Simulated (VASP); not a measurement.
Input of a VASP 6.6.1 run:

INCAR

```
ALGO = Normal
EDIFF = 1E-6
EDIFFG = -0.03
ENCUT = 600
IBRION = 2
ISIF = 3
ISMEAR = 0
LASPH = True
LCHARG = False
LREAL = False
LWAVE = False
NELM = 60
NSW = 50
PREC = Accurate
SIGMA = 0.1
```

Contents of KPOINTS:

```
k-points
0
Gamma
  8 8 6
```

POSCAR

```
ZrIn
1.0
    3.1406500000      0.0000000000      0.0000000000
    0.0000000000      3.1406500000      0.0000000000
    0.0000000000      0.0000000000      4.4541000000
Zr In
1 1
Direct
    0.0000000000      0.0000000000      0.0000000000
    0.5000000000      0.5000000000      0.5000000000
```

Potentials or basis: VASP PAW LDA potentials, release 64 (Zr_sv, In_d).

Launch:

```sh
$ cat potpaw_LDA.64/Zr_sv/POTCAR potpaw_LDA.64/In_d/POTCAR > POTCAR
$ mpirun -np 1 vasp_std > vasp.out
```

**Question.** Predict the relaxed cell.

**Answer.** a = 3.096 Å, b = 3.096 Å, c = 4.312 Å, α = 90.00°, β = 90.00°, γ = 90.00°.

**Question.** What does it give for the band gap on the k mesh?

**Answer.** Zero (an odd number of electrons rules out a gap without spin polarisation).

**Question.** What does it give for the relaxed volume?

**Answer.** 20.67 Å³/atom.

The path:
```tsv
step	energy change (eV)	largest force (eV/Å)	pressure (GPa)	volume (Å³)
1	0.0000	0.0000	-5.89	43.93
2	0.0016	0.0000	7.56	38.99
3	-0.0509	0.0000	-0.02	41.37
4	-0.0509	0.0000	0.10	41.32
5	-0.0515	0.0000	0.10	41.33
6	-0.0520	0.0000	0.08	41.34
```

Caveat: spin-orbit coupling is left out, which moves the levels of the heavy elements.
